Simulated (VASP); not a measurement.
Here is a VASP 6.6.1 calculation.

POSCAR

```
Sb
1.0
    3.5037601867      0.0000000000      0.0000000000
   -1.7518800934      3.0343453304      0.0000000000
    0.0000000000      0.0000000000      4.9036000000
Sb
2
Direct
    0.3333333333      0.6666666667      0.2500000000
    0.6666666667      0.3333333333      0.7500000000
```

INCAR.step1

```
ALGO = Normal
EDIFF = 1E-4
ENCUT = 520
GGA = PE
ISMEAR = 0
LASPH = T
LCHARG = F
LREAL = F
LWAVE = T
NBANDS = 12
NELM = 100
PREC = Accurate
SIGMA = 0.15
```

The input INCAR.step2:

```
ALGO = Normal
EDIFF = 1E-6
ENCUT = 520
ISIF = 2
ISMEAR = 0
ISTART = 1
LASPH = T
LCHARG = T
LELF = T
LMIXTAU = T
LREAL = F
LVHAR = T
LWAVE = F
METAGGA = R2SCAN
NBANDS = 12
NELM = 100
PREC = Accurate
SIGMA = 0.15
```

KPOINTS

```
k-points
0
Gamma
  18 18 10
```

Potentials or basis: VASP PAW PBE potentials, release 64 (Sb).

Run with:

```console
$ cat potpaw_PBE.64/Sb/POTCAR > POTCAR
$ cp INCAR.step1 INCAR
$ mpirun -np 1 vasp_std > vasp.out
$ cp INCAR.step2 INCAR
$ mpirun -np 1 vasp_std > vasp.out
```

Q: What does it give for the pressure?

A: 3.2 GPa.

Q: Estimate the band gap on the k mesh.

A: Zero (bands 5 and 6 overlap by 6.74 eV).

Stress tensor (GPa, compression positive):
```
3.50 0.00 0.00
0.00 3.50 0.00
0.00 0.00 2.71
```

Caveat: the cell differs from its parent crystal (strain +0.040 along x and y, -0.080 along z); the cell stands under pressure; the PAW data sets were made with another functional, which shifts forces and pressure a little; spin-orbit coupling is left out, which moves the levels of the heavy elements.
